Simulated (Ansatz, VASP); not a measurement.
**Rh, level by level in two programs**

```
CELL_PARAMETERS angstrom
0.00000 1.89785 1.89785
1.89785 0.00000 1.89785
1.89785 1.89785 0.00000
ATOMIC_POSITIONS crystal
Rh 0.00000 0.00000 0.00000
```

Single points on this cell with VASP 6.6.1 and Ansatz 0.2.0. Each row is one pair of runs. Alike in all rows: smearing: fermi-dirac, width 0.05 eV; VASP's potentials, cutoff: VASP PAW PBE potentials, release 64 (Rh_pv), 520 eV.

| level | spin | k mesh | Ansatz's potentials, cutoff | pressure (GPa), VASP | pressure (GPa), Ansatz |
| --- | --- | --- | --- | --- | --- |
| r2SCAN50 | off | 6 × 6 × 6 | Ansatz PAW, 500 eV | -13.5 | -13.3 |
| HSE06 | non-collinear, zero start, SOC | 5 × 5 × 5 | Ansatz PAW, 420 eV | 0.0 | -0.9 |
| PBE0 | non-collinear, zero start, SOC | 5 × 5 × 5 | Ansatz PAW, 420 eV | ? | -1.6 |

Fill in what VASP gave in row 3.

pressure (GPa): -1.2.

VASP's potentials hold 15 valence electrons a cell and Ansatz's 17, so a difference there can come from the potentials and not from the codes.

The k mesh is coarse, so the values compare programs but aren't converged.
